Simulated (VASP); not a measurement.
Input of a VASP 6.6.1 run:

The input POSCAR:

```
CsPbI2Br
1.0
    6.4899563446      0.0000000000      0.0000000000
    0.0000000000      6.4899563446      0.0000000000
    0.0000000000      0.0000000000      6.0404333081
Cs Pb I Br
1 1 2 1
Direct
    0.5000000000      0.5000000000      0.5000000000
    0.0000000000      0.0000000000      0.0000000000
    0.0000000000      0.5000000000      0.0000000000
    0.5000000000      0.0000000000      0.0000000000
    0.0000000000      0.0000000000      0.5000000000
```

The input INCAR.step1:

```
ALGO = Normal
EDIFF = 1E-4
ENCUT = 520
GGA = PE
ISMEAR = 0
LASPH = T
LCHARG = F
LREAL = F
LWAVE = T
NBANDS = 30
NELM = 80
PREC = Accurate
SIGMA = 0.01
```

File INCAR.step2:

```
ALGO = Normal
EDIFF = 1E-6
ENCUT = 520
ISIF = 2
ISMEAR = 0
ISTART = 1
LASPH = T
LCHARG = F
LMIXTAU = T
LREAL = F
LWAVE = F
METAGGA = R2SCAN
NBANDS = 30
NELM = 80
PREC = Accurate
SIGMA = 0.01
```

Contents of KPOINTS:

```
k-points
0
Gamma
  4 4 4
```

Potentials or basis: VASP PAW PBE potentials, release 64 (Cs_sv, Pb_d, I, Br).

Command:

```bash
$ cat potpaw_PBE.64/Cs_sv/POTCAR potpaw_PBE.64/Pb_d/POTCAR potpaw_PBE.64/I/POTCAR potpaw_PBE.64/Br/POTCAR > POTCAR
$ cp INCAR.step1 INCAR
$ mpirun -np 1 vasp_std > vasp.out
$ cp INCAR.step2 INCAR
$ mpirun -np 1 vasp_std > vasp.out
```

Task: What does it give for the band gap on the k mesh?

Result: 1.94 eV.

Task: What does it give for the pressure?

Result: -0.9 GPa.

Caveat: the PAW data sets were made with another functional, which shifts forces and pressure a little; spin-orbit coupling is left out, which moves the levels of the heavy elements. A k mesh can miss the band edges.
